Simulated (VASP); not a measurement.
# Be16C (a cell with a defect) in VASP: single point with LDA

Aim: the single point of Be16C (a cell with a defect) with LDA.

All numbers are computed with VASP 6.6.1; they aren't measurements. Logs are shortened: lines on timing, memory, paths and dates and some standing lists are left out, and cuts for length are marked.

## Step 1: The cell of the first run

The cell holds a defect, 17 atoms: a = 4.580 Å, b = 3.966 Å, c = 7.177 Å, α = 90.00°, β = 90.00°, γ = 90.00°.

## Step 2: Single point, LDA

The input, INCAR:

```
SYSTEM = Be16C
ALGO = Normal
EDIFF = 1E-7
ENCUT = 520
ISIF = 2
ISMEAR = 0
LASPH = .True.
LCHARG = .False.
LREAL = Auto
LWAVE = .False.
NBANDS = 32
NELM = 60
PREC = Accurate
SIGMA = 0.1
```

The input, KPOINTS:

```
k-points
0
Gamma
  5 6 4
  0 0 0
```

The input, POSCAR:

```
Be16C
1.0
   -2.2900000000     -3.9663960000      0.0000000000
    3.4350000000     -1.9831980000      0.0000000000
    0.0000000000      0.0000000000      7.1768600000
Be C
16 1
Direct
    0.6918012864      0.4741423423     -0.0251431685
    0.5323241756      0.2975797269      0.2530393515
    0.7475439384      0.5006356969      0.4944400476
    0.4716417437      0.3004097797      0.7433685484
    0.5002643863      0.0111710174     -0.0017943780
    0.2663370368      0.8381487086      0.2497536527
    0.4996602069     -0.0073266743      0.4983562449
    0.2399290105      0.8243506358      0.7718877058
    0.3019893240      0.4642525624      0.0232185106
    0.0234523058      0.3531734441      0.2580717751
    0.2533369199      0.5022965201      0.5059747578
   -0.0199857412      0.3611375990      0.7489378363
   -0.0049132087      0.0831690690      0.0026767974
    0.7599176184      0.8178557048      0.2272495214
    0.0010312146      0.0037337646      0.5015485881
    0.7312165794      0.8412521010      0.7459447446
   -0.0007280114      0.6663341641      0.0009955607
```

Potentials or basis: VASP PAW LDA potentials, release 64 (Be, C).

On the command line:

```bash
$ cat potpaw_LDA.64/Be/POTCAR potpaw_LDA.64/C/POTCAR > POTCAR
$ mpirun -np 1 vasp_std > vasp.out
```

OUTCAR:

```text
SYSTEM = Be16C
   EDIFF = 1E-7
   ENCUT = 520
   ISIF = 2
   ISMEAR = 0
   LASPH = .True.
   LREAL = Auto
   NELM = 60
   PREC = Accurate

 ion  position               nearest neighbor table
   1  0.692  0.474  0.975-  17 1.61   9 1.82   5 2.04   4 2.06  13 2.09  12 2.14  16 2.20   2 2.24
                            14 2.29   5 2.31
   2  0.532  0.298  0.253-   9 2.07   7 2.14   3 2.15   5 2.16  14 2.18   6 2.19   1 2.24  10 2.26
                            14 2.32  10 2.34  11 2.36
   3  0.748  0.501  0.494-   2 2.15  12 2.19  10 2.19  16 2.26   7 2.26  11 2.26  15 2.29  14 2.29
                            15 2.31   7 2.31  11 2.32   4 2.33
   4  0.472  0.300  0.743-   1 2.06  11 2.13   7 2.14   5 2.16  16 2.17   8 2.18   9 2.25  12 2.26
                             3 2.33  12 2.34   8 2.34
   5  0.500  0.011  0.998-   9 2.02   1 2.04   8 2.15   2 2.16   4 2.16  14 2.17  16 2.20   6 2.21
                            13 2.28   1 2.31  13 2.33   9 2.36
   6  0.266  0.838  0.250-   7 2.17   2 2.19   9 2.21   5 2.21  10 2.22  14 2.27  11 2.27  15 2.27
                            14 2.33  10 2.33  13 2.37
   7  0.500  0.993  0.498-   2 2.14   4 2.14  16 2.15   6 2.17  11 2.25   3 2.26  15 2.28  15 2.30
                             3 2.31  11 2.32  14 2.38
   8  0.240  0.824  0.772-  17 2.08   5 2.15   4 2.18  12 2.20  13 2.25  16 2.26  11 2.30   9 2.32
                            16 2.34  15 2.34   4 2.34
   9  0.302  0.464  0.023-  17 1.61   1 1.82   5 2.02   2 2.07  13 2.07  10 2.16   6 2.21   4 2.25
                             8 2.32   5 2.36
  10  0.023  0.353  0.258-  13 2.13  11 2.15   9 2.16   3 2.19  14 2.21   6 2.22  17 2.23  15 2.23
                             2 2.26   6 2.33   2 2.34
  11  0.253  0.502  0.506-   4 2.13  10 2.15  12 2.22   7 2.25   3 2.26   6 2.27  15 2.29   8 2.30
                            15 2.30   7 2.32   3 2.32   2 2.36
  12  0.980  0.361  0.749-  13 2.13   1 2.14  17 2.18   3 2.19   8 2.20  11 2.22  16 2.22   4 2.26
                            15 2.27   4 2.34  16 2.36
  13  0.995  0.083  0.003-  17 1.65   9 2.07   1 2.09  10 2.13  12 2.13  14 2.21   8 2.25   5 2.28
                             5 2.33   6 2.37
  14  0.760  0.818  0.227-  17 2.05   5 2.17   2 2.18  13 2.21  10 2.21   6 2.27   1 2.29   3 2.29
                             2 2.32   6 2.33  15 2.37   7 2.38
  15  0.001  0.004  0.502-  10 2.23  16 2.24  12 2.27   6 2.27   7 2.28   3 2.29  11 2.29   7 2.30
                            11 2.30   3 2.31   8 2.34  14 2.37
  16  0.731  0.841  0.746-   7 2.15   4 2.17   5 2.20   1 2.20  12 2.22  15 2.24   3 2.26   8 2.26
                             8 2.34  12 2.36
  17  0.999  0.666  0.001-   9 1.61   1 1.61  13 1.65  14 2.05   8 2.08  12 2.18  10 2.23

  LATTYP: Found a simple orthorhombic cell.
 ALAT       =     3.9663962620
 B/A-ratio  =     1.1547004875
 C/A-ratio  =     1.8094157835

  Lattice vectors:

 A1 = (  -3.4350000000,   1.9831980000,   0.0000000000)
 A2 = (  -2.2900000000,  -3.9663960000,   0.0000000000)
 A3 = (   0.0000000000,   0.0000000000,   7.1768600000)

Analysis of symmetry for initial positions (statically):
=====================================================================
 Subroutine PRICEL returns:
 Original cell was already a primitive cell.

 Routine SETGRP: Setting up the symmetry group for a
 simple orthorhombic supercell.

 Subroutine GETGRP returns: Found  1 space group operations
 (whereof  1 operations were pure point group operations)
 out of a pool of  8 trial point group operations.

The static configuration has the point symmetry C_1 .

Analysis of symmetry for dynamics (positions and initial velocities):
=====================================================================
 Subroutine PRICEL returns:
 Original cell was already a primitive cell.

 Routine SETGRP: Setting up the symmetry group for a
 simple orthorhombic supercell.

 Subroutine GETGRP returns: Found  1 space group operations
 (whereof  1 operations were pure point group operations)
 out of a pool of  8 trial point group operations.

The dynamic configuration has the point symmetry C_1 .

 Subroutine INISYM returns: Found  1 space group operations
 (whereof  1 operations are pure point group operations),
 and found     1 'primitive' translations

----------------------------------------------------------------------------------------

                                     Primitive cell

  volume of cell :     130.3755

  direct lattice vectors                    reciprocal lattice vectors
    -2.290000000 -3.966396000  0.000000000    -0.109170306 -0.189088533  0.000000000
     3.435000000 -1.983198000  0.000000000     0.218340611 -0.126059022  0.000000000
     0.000000000  0.000000000  7.176860000     0.000000000  0.000000000  0.139336702

  length of vectors
     4.579999697  3.966396262  7.176860000     0.218340626  0.252118027  0.139336702

  position of ions in fractional coordinates (direct lattice)
     0.691801286  0.474142342  0.974856831
     0.532324176  0.297579727  0.253039352
     0.747543938  0.500635697  0.494440048
     0.471641744  0.300409780  0.743368548
     0.500264386  0.011171017  0.998205622
     0.266337037  0.838148709  0.249753653
[... 9 lines left out ...]
     0.731216579  0.841252101  0.745944745
     0.999271989  0.666334164  0.000995561

  ion indices of the primitive-cell ions
   primitive index   ion index
                 1           1
                 2           2
                 3           3
                 4           4
                 5           5
                 6           6
[... 9 lines left out ...]
                16          16
                17          17

----------------------------------------------------------------------------------------

 KPOINTS: k-points

Automatic generation of k-mesh.
 Grid dimensions read from file:
 generate k-points for:    5    6    4

 Generating k-lattice:

  Cartesian coordinates                     Fractional coordinates (reciprocal lattice)
    -0.021834061 -0.037817707  0.000000000     0.200000000  0.000000000  0.000000000
     0.036390102 -0.021009837  0.000000000    -0.000000000  0.166666667  0.000000000
     0.000000000  0.000000000  0.034834175     0.000000000  0.000000000  0.250000000

  Length of vectors
     0.043668125  0.042019671  0.034834175

  Shift w.r.t. Gamma in fractional coordinates (k-lattice)
     0.000000000  0.000000000  0.000000000

 Subroutine IBZKPT returns following result:
 ===========================================

 Found     62 irreducible k-points:

 Following reciprocal coordinates:
            Coordinates               Weight
  0.000000  0.000000  0.000000      1.000000
  0.200000  0.000000  0.000000      2.000000
  0.400000  0.000000  0.000000      2.000000
  0.000000  0.166667  0.000000      2.000000
  0.200000  0.166667  0.000000      2.000000
 -0.200000  0.166667  0.000000      2.000000
[... 16 lines left out ...]
  0.000000  0.166667 -0.250000      2.000000
  0.200000  0.166667  0.250000      2.000000
 [... further k-points ...]
   k-points           NKPTS =     62   k-points in BZ     NKDIM =     62   number of bands    NBANDS=     32
   number of dos      NEDOS =    301   number of ions     NIONS =     17
   total plane-waves  NPLWV =  58320
   dimension x,y,z NGX =    36 NGY =   30 NGZ =   54
   dimension x,y,z NGXF=    72 NGYF=   60 NGZF=  108
   ions per type =              16   1
   NGX,Y,Z   is equivalent  to a cutoff of  13.07, 12.57, 12.51 a.u.
   NGXF,Y,Z  is equivalent  to a cutoff of  26.13, 25.15, 25.02 a.u.
 SYSTEM =  Be16C
   PREC   = accura    normal or accurate (medium, high low for compatibility)
   ISTART =      0    job   : 0-new  1-cont  2-samecut
   ICHARG =      2    charge: 1-file 2-atom 10-const
   ISPIN  =      1    spin polarized calculation?
   LNONCOLLINEAR =      F non collinear calculations
   LSORBIT =      F    spin-orbit coupling
   LASPH  =      T    aspherical Exc in radial PAW
   ENCUT  =  520.0 eV  38.22 Ry    6.18 a.u.   8.52  7.37 13.34*2*pi/ulx,y,z
   NELM   =     60;   NELMIN=  2; NELMDL= -5     # of ELM steps
   EDIFF  = 0.1E-06   stopping-criterion for ELM
   LREAL  =      T    real-space projection
   EDIFFG = 0.1E-05   stopping-criterion for IOM
   NSW    =      0    number of steps for IOM
   IBRION =     -1    ionic relax: 0-MD 1-quasi-New 2-CG
   NFREE  =      0    steps in history (QN), initial steepest desc. (CG)
   ISIF   =      2    stress and relaxation
   ISYM   =      2    0-nonsym 1-usesym 2-fastsym
   POTIM  = 0.5000    time-step for ionic-motion
   TEBEG  =    0.0;   TEEND  =   0.0 temperature during run
   PSTRESS=    0.0 pullay stress
   NELECT =      36.0000    total number of electrons
   NUPDOWN=      -1.0000    fix difference up-down
   EMIN   =  10.00;   EMAX   =-10.00  energy-range for DOS
   EFERMI =   0.00;   METHOD = LEGACY
   ISMEAR =     0;   SIGMA  =   0.10  broadening in eV -4-tet -1-fermi 0-gaus
   EFERMI_NEDOS =   21; number of points for ismear=-14 and -15
   IALGO  =     38    algorithm
   IMIX   =      4    mixing-type and parameters
     AMIX     =   0.40;   BMIX     =  1.00
     AMIX_MAG =   1.60;   BMIX_MAG =  1.00
  volume/ion in A,a.u.               =       7.67        51.75
  Fermi-wavevector in a.u.,A,eV,Ry     =   1.066049  2.014540 15.462471  1.136460
  Thomas-Fermi vector in A             =   2.201620
   LORBIT       =      0    0 simple, 1 ext, 2 COOP (PROOUT), +10 PAW based schemes
   GGA     = CA    functional components
   LHFCALC =     F    Hartree Fock is set to
   AEXX    =    0.0000 exact exchange contribution
   IVDW    =     0    specifies the selected vdW correction
   LEPSILON=     F    determine dielectric tensor
   LRPA    =     F    only Hartree local field effects (RPA)
 non-spin polarized calculation
 Gauss-broadening in eV      SIGMA  =   0.10
  energy-cutoff  :      520.00
  volume of cell :      130.38
 maximum number of plane-waves:      3532
 NGX is ok and might be reduce to    36
   NGX = 17   NGY = 15   NGZ = 27

 number of electron      36.0000000 magnetization

 Free energy of the ion-electron system (eV)
  ---------------------------------------------------
  ext. energy  EPLUGINS =         0.00000000
  ---------------------------------------------------
  free energy    TOTEN  =       -72.45331520 eV

  energy without entropy =      -72.43905456  energy(sigma->0) =      -72.44618488

 E-fermi :   7.2065     XC(G=0): -10.7793

 val. band max:        7.2052912129   @ k =   0.0000   0.1667   0.2500
 cond. band min:       7.2109222913   @ k =   0.0000   0.1667   0.5000
 fundamental gap:      0.0056310785
 Fermi energy:         7.2064543694

 k-point     1 :       0.0000    0.0000    0.0000
  band No.  band energies     occupation
      1      -6.6303      2.00000
      2      -3.0635      2.00000
      3      -2.4971      2.00000
      4      -0.6476      2.00000
      5      -0.1109      2.00000
      6       0.7174      2.00000
[... 22 lines left out ...]
     29      11.4327      0.00000
     30      11.9582      0.00000

 k-point     2 :       0.2000    0.0000    0.0000
  band No.  band energies     occupation
      1      -6.5474      2.00000
      2      -2.9788      2.00000
      3      -2.2924      2.00000
      4      -1.5922      2.00000
      5       0.4739      2.00000
      6       0.7247      2.00000
[... 22 lines left out ...]
     29      12.0602      0.00000
     30      12.3512      0.00000

 k-point     3 :       0.4000    0.0000    0.0000
  band No.  band energies     occupation
      1      -6.3938      2.00000
      2      -3.0612      2.00000
      3      -1.8268      2.00000
      4      -1.7187      2.00000
      5      -0.6956      2.00000
      6      -0.4867      2.00000
[... 682 lines left out ...]
     29      11.8332      0.00000
     30      12.3106      0.00000

 k-point    24 :       0.2000    0.1667    0.2500
  band No.  band energies     occupation
      1      -6.4491      2.00000
      2      -3.0657      2.00000
      3      -2.0492      2.00000
      4      -0.9435      2.00000
      5      -0.4137      2.00000
      6       0.1804      2.00000
[... 22 lines left out ...]
     29      11.9792      0.00000
     30      12.5209      0.00000

 [... further k-points ...]

 [bands above 30 left out]

------------------------ aborting loop because EDIFF is reached ----------------------------------------

  FORCE on cell =-STRESS in cart. coord.  units (eV):
  Direction    XX          YY          ZZ          XY          YZ          ZX
  --------------------------------------------------------------------------------------
  -------------------------------------------------------------------------------------
  Total        3.9564654      7.2401967     -5.2059112      2.4893719     -5.0008257     -3.3034452
  in kB       48.6207804     88.9743709    -63.9751496     30.5917510    -61.4548663    -40.5958519
  external PRESSURE =      24.5400006 kB  Pullay stress =       0.0000000 kB

 VOLUME and BASIS-vectors are now :
 -----------------------------------------------------------------------------
  energy-cutoff  :      520.00
  volume of cell :      130.38
      direct lattice vectors                 reciprocal lattice vectors
    -2.290000000 -3.966396000  0.000000000    -0.109170306 -0.189088533  0.000000000
     3.435000000 -1.983198000  0.000000000     0.218340611 -0.126059022  0.000000000
     0.000000000  0.000000000  7.176860000     0.000000000  0.000000000  0.139336702

 POSITION                                       TOTAL-FORCE (eV/Angst)
 -----------------------------------------------------------------------------------
      0.04445     -3.68428      6.99641         0.003460      0.013531      0.001923
     -0.19684     -2.70157      1.81603         0.008490      0.011654      0.002073
      0.00781     -3.95791      3.54853         0.002684      0.004197     -0.019686
     -0.04815     -2.46649      5.33505        -0.007180     -0.019216      0.000717
     -1.10723     -2.00640      7.16398         0.004488     -0.003621      0.008188
      2.26913     -2.71861      1.79245        -0.012688      0.003269      0.021683
[... 9 lines left out ...]
      1.21522     -4.56866      5.35354        -0.026355      0.023248     -0.006877
      0.00052     -5.28498      0.00714         0.020478     -0.019849      0.003190
 -----------------------------------------------------------------------------------
    total drift:                               -0.002235     -0.002329      0.004401

  FREE ENERGIE OF THE ION-ELECTRON SYSTEM (eV)
  ---------------------------------------------------
  free  energy   TOTEN  =       -72.4533151958 eV

  energy  without entropy=      -72.4390545638  energy(sigma->0) =      -72.44618488
```

Run time: 9.4 min. Hardware: 1 thread of Oxide Virtual Turin-like, shared host; peak memory 0.25 GiB.

What came out:

| Quantity | Value |
| --- | --- |
| Free energy | -72.4533 eV |
| Pressure | 2.5 GPa |
| Largest force | 0.045 eV/Å |
| Band gap on the k mesh | zero (bands 18 and 19 overlap by 0.53 eV) |

Forces on the atoms (eV/Å):
```
Be   0.003  0.014  0.002
Be   0.008  0.012  0.002
Be   0.003  0.004 -0.020
Be  -0.007 -0.019  0.001
Be   0.004 -0.004  0.008
Be  -0.013  0.003  0.022
Be   0.002 -0.007  0.010
Be   0.004  0.015  0.039
Be  -0.003 -0.034 -0.013
Be   0.006 -0.005 -0.001
Be  -0.001  0.000  0.008
Be  -0.022  0.020 -0.034
Be   0.020 -0.009 -0.003
Be   0.004  0.000 -0.019
Be  -0.003  0.007  0.001
Be  -0.026  0.023 -0.007
C    0.020 -0.020  0.003
```

Stress tensor (GPa, compression positive):
```
 4.86  3.06 -4.06
 3.06  8.90 -6.15
-4.06 -6.15 -6.40
```
